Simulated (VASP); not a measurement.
# N in VASP: further runs

N is run at these levels: PBE+D3(BJ); tasks: single point.

Program: VASP 6.6.1. These are calculated values, not measurements. Logs are shortened: lines on timing, memory, paths and dates and some standing lists are left out, and cuts for length are marked.

### 1 The cell of the first run

The cell holds a disordered packing, 12 atoms: a = 7.261 Å, b = 7.261 Å, c = 7.261 Å, α = 90.00°, β = 90.00°, γ = 90.00°.

### 2 Single point, PBE+D3(BJ)

File INCAR:

```
SYSTEM = N
PREC = Accurate
ENCUT = 520
EDIFF = 1E-7
ISMEAR = -1
SIGMA = 0.05
LREAL = .FALSE.
LASPH = .TRUE.
NELM = 80
ALGO = Normal
ISIF = 2
LWAVE = .FALSE.
LCHARG = .FALSE.
GGA = PE
IVDW = 12
NBANDS = 42
```

File KPOINTS:

```
regular mesh
0
G
  1 1 1
  0 0 0
```

File POSCAR:

```
N
1.0
    7.2609030000      0.0000000000      0.0000000000
    0.0000000000      7.2609030000      0.0000000000
    0.0000000000      0.0000000000      7.2609030000
N
12
Direct
    0.4319557395      0.8175183204      0.2271448382
    0.3982308841      0.6695023643      0.2233819168
    0.9771052402      0.4371046874      0.4478976001
    0.8328615181      0.4788816791      0.4247328456
    1.0524002950      0.3094231957      0.9968065180
    0.9388909811      0.3068195930      0.8959858217
    0.4406186762      0.3405883528      0.6492634582
    0.3904617269      0.2077397671      0.5955143629
    0.1729868627      0.7720511421      0.8117838959
    0.2150049451      0.7609707006      0.6663509332
    0.7261718696      0.8860466608      0.6900422061
    0.6741909614      0.8018279367      0.8052161031
```

Potentials or basis: VASP PAW PBE potentials, release 64 (N).

The run is started by

```
> cat potpaw_PBE.64/N/POTCAR > POTCAR
> mpirun -np 1 vasp_gam > vasp.out
```

OUTCAR:

```text
SYSTEM = N
   PREC = Accurate
   ENCUT = 520
   EDIFF = 1E-7
   ISMEAR = -1
   LREAL = .FALSE.
   LASPH = .TRUE.
   NELM = 80
   ISIF = 2
   GGA = PE
   IVDW = 12
 IVDW          = 12

 ion  position               nearest neighbor table
   1  0.432  0.818  0.227-   2 1.10
   2  0.398  0.670  0.223-   1 1.10
   3  0.977  0.437  0.448-   4 1.10
   4  0.833  0.479  0.425-   3 1.10
   5  0.052  0.309  0.997-   6 1.10
   6  0.939  0.307  0.896-   5 1.10
   7  0.441  0.341  0.649-   8 1.10
   8  0.390  0.208  0.596-   7 1.10
   9  0.173  0.772  0.812-  10 1.10
  10  0.215  0.761  0.666-   9 1.10
  11  0.726  0.886  0.690-  12 1.10
  12  0.674  0.802  0.805-  11 1.10

  LATTYP: Found a simple cubic cell.
 ALAT       =     7.2609030000

  Lattice vectors:

 A1 = (   7.2609030000,   0.0000000000,   0.0000000000)
 A2 = (   0.0000000000,   7.2609030000,   0.0000000000)
 A3 = (   0.0000000000,   0.0000000000,   7.2609030000)

Analysis of symmetry for initial positions (statically):
=====================================================================
 Subroutine PRICEL returns:
 Original cell was already a primitive cell.

 Routine SETGRP: Setting up the symmetry group for a
 simple cubic supercell.

 Subroutine GETGRP returns: Found  1 space group operations
 (whereof  1 operations were pure point group operations)
 out of a pool of 48 trial point group operations.

The static configuration has the point symmetry C_1 .

Analysis of symmetry for dynamics (positions and initial velocities):
=====================================================================
 Subroutine PRICEL returns:
 Original cell was already a primitive cell.

 Routine SETGRP: Setting up the symmetry group for a
 simple cubic supercell.

 Subroutine GETGRP returns: Found  1 space group operations
 (whereof  1 operations were pure point group operations)
 out of a pool of 48 trial point group operations.

The dynamic configuration has the point symmetry C_1 .

[... 94 lines left out ...]
   EDIFF  = 0.1E-06   stopping-criterion for ELM
   LREAL  =      F    real-space projection
   EDIFFG = 0.1E-05   stopping-criterion for IOM
   NSW    =      0    number of steps for IOM
   IBRION =     -1    ionic relax: 0-MD 1-quasi-New 2-CG
   NFREE  =      0    steps in history (QN), initial steepest desc. (CG)
   ISIF   =      2    stress and relaxation
   ISYM   =      2    0-nonsym 1-usesym 2-fastsym
   POTIM  = 0.5000    time-step for ionic-motion
   TEBEG  =    0.0;   TEEND  =   0.0 temperature during run
   PSTRESS=    0.0 pullay stress
   NELECT =      60.0000    total number of electrons
   NUPDOWN=      -1.0000    fix difference up-down
   EMIN   =  10.00;   EMAX   =-10.00  energy-range for DOS
   EFERMI =   0.00;   METHOD = LEGACY
   ISMEAR =    -1;   SIGMA  =   0.05  broadening in eV -4-tet -1-fermi 0-gaus
   EFERMI_NEDOS =   21; number of points for ismear=-14 and -15
   IALGO  =     38    algorithm
   IMIX   =      4    mixing-type and parameters
     AMIX     =   0.40;   BMIX     =  1.00
     AMIX_MAG =   1.60;   BMIX_MAG =  1.00
  volume/ion in A,a.u.               =      31.90       215.27
  Fermi-wavevector in a.u.,A,eV,Ry     =   0.882676  1.668016 10.600527  0.779117
  Thomas-Fermi vector in A             =   2.003339
   LORBIT       =      0    0 simple, 1 ext, 2 COOP (PROOUT), +10 PAW based schemes
   GGA     = PE    functional components
   LHFCALC =     F    Hartree Fock is set to
   AEXX    =    0.0000 exact exchange contribution
   IVDW    =    12    specifies the selected vdW correction
   LEPSILON=     F    determine dielectric tensor
   LRPA    =     F    only Hartree local field effects (RPA)
 non-spin polarized calculation
  energy-cutoff  :      520.00
  volume of cell :      382.80
 maximum number of plane-waves:      5198
 NGX is ok and might be reduce to    54
   NGX = 27   NGY = 27   NGZ = 27

 number of electron      60.0000001 magnetization

 Free energy of the ion-electron system (eV)
  ---------------------------------------------------
  ext. energy  EPLUGINS =         0.00000000
  ---------------------------------------------------
  free energy    TOTEN  =       -99.91983209 eV

  energy without entropy =      -99.91983209  energy(sigma->0) =      -99.91983209

 E-fermi :  -6.3008     XC(G=0):  -5.2058

 val. band max:       -7.5154785882   @ k =   0.0000   0.0000   0.0000
 cond. band min:       0.0703608932   @ k =   0.0000   0.0000   0.0000
 fundamental gap:      7.5858394814
 Fermi energy:        -6.3007633538

 k-point     1 :       0.0000    0.0000    0.0000
  band No.  band energies     occupation
      1     -26.0186      2.00000
      2     -26.0066      2.00000
      3     -25.9785      2.00000
      4     -25.9335      2.00000
      5     -25.8559      2.00000
      6     -25.7175      2.00000
[... 34 lines left out ...]
     41       0.7395      0.00000
     42       0.8205      0.00000

------------------------ aborting loop because EDIFF is reached ----------------------------------------

 Edisp (eV)   -0.44456

 E8    (eV) :    -0.1040

  FORCE on cell =-STRESS in cart. coord.  units (eV):
  Direction    XX          YY          ZZ          XY          YZ          ZX
  --------------------------------------------------------------------------------------
  -------------------------------------------------------------------------------------
  Total       2.76238     3.10351     3.29171     0.78846    -0.03887     0.40904
  in kB      11.56172    12.98947    13.77716     3.30004    -0.16267     1.71201
  external pressure =       12.78 kB  Pullay stress =        0.00 kB

 VOLUME and BASIS-vectors are now :
 -----------------------------------------------------------------------------
  energy-cutoff  :      520.00
  volume of cell :      382.80
      direct lattice vectors                 reciprocal lattice vectors
     7.260903000  0.000000000  0.000000000     0.137723917  0.000000000  0.000000000
     0.000000000  7.260903000  0.000000000     0.000000000  0.137723917  0.000000000
     0.000000000  0.000000000  7.260903000     0.000000000  0.000000000  0.137723917

 POSITION                                       TOTAL-FORCE (eV/Angst)
 -----------------------------------------------------------------------------------
      3.13639      5.93592      1.64928         0.377068      1.610370      0.044516
      2.89152      4.86119      1.62195        -0.367258     -1.618496     -0.034290
      7.09467      3.17377      3.25214         1.444320     -0.434869      0.244470
      6.04733      3.47711      3.08394        -1.456766      0.433616     -0.253679
      0.38047      2.24669      7.23772         1.266535      0.021643      1.111111
      6.81720      2.22779      6.50567        -1.265154     -0.034990     -1.120982
      3.19929      2.47298      4.71424         0.556236      1.473723      0.594639
      2.83510      1.50838      4.32397        -0.556233     -1.461141     -0.586676
      1.25604      5.60579      5.89428        -0.475383      0.126885      1.636722
      1.56113      5.52533      4.83831         0.474651     -0.124090     -1.631269
      5.27266      6.43350      5.01033         0.558970      0.907674     -1.242455
      4.89524      5.82199      5.84660        -0.556986     -0.900324      1.237894
 -----------------------------------------------------------------------------------
    total drift:                               -0.000454      0.000468     -0.000680

  FREE ENERGIE OF THE ION-ELECTRON SYSTEM (eV)
  ---------------------------------------------------
  free  energy   TOTEN  =      -100.3643898175 eV

  energy  without entropy=     -100.3643898174  energy(sigma->0) =     -100.36438982
```

stdout:

```text
POSCAR found type information on POSCAR N
 POSCAR found :  1 types and      12 ions
 scaLAPACK will be used
 LDA part: xc-table for (Slater+PW92), standard interpolation
 POSCAR, INCAR and KPOINTS ok, starting setup
 FFT: planning ... GRIDC
 FFT: planning ... GRID_SOFT
 FFT: planning ... GRID
 WAVECAR not read
 entering main loop
```

Run time: 30 s. Hardware: 1 thread of Intel Xeon Platinum 8488C (Sapphire Rapids), shared host; peak memory 0.36 GiB.

Results:

- Free energy: -100.3644 eV
- Pressure: 1.3 GPa
- Largest force: 1.709 eV/Å
- Dispersion energy per atom: -0.037 eV

Forces on the atoms (eV/Å):
```
N    0.377  1.610  0.045
N   -0.367 -1.618 -0.034
N    1.444 -0.435  0.244
N   -1.457  0.434 -0.254
N    1.267  0.022  1.111
N   -1.265 -0.035 -1.121
N    0.556  1.474  0.595
N   -0.556 -1.461 -0.587
N   -0.475  0.127  1.637
N    0.475 -0.124 -1.631
N    0.559  0.908 -1.242
N   -0.557 -0.900  1.238
```

Caveat: the k points lie up to 0.87 Å⁻¹ apart, too coarse for converged energies, forces and pressures; the standard files for N, O and F lose accuracy on very short bonds.

[end of part 1 of 2]
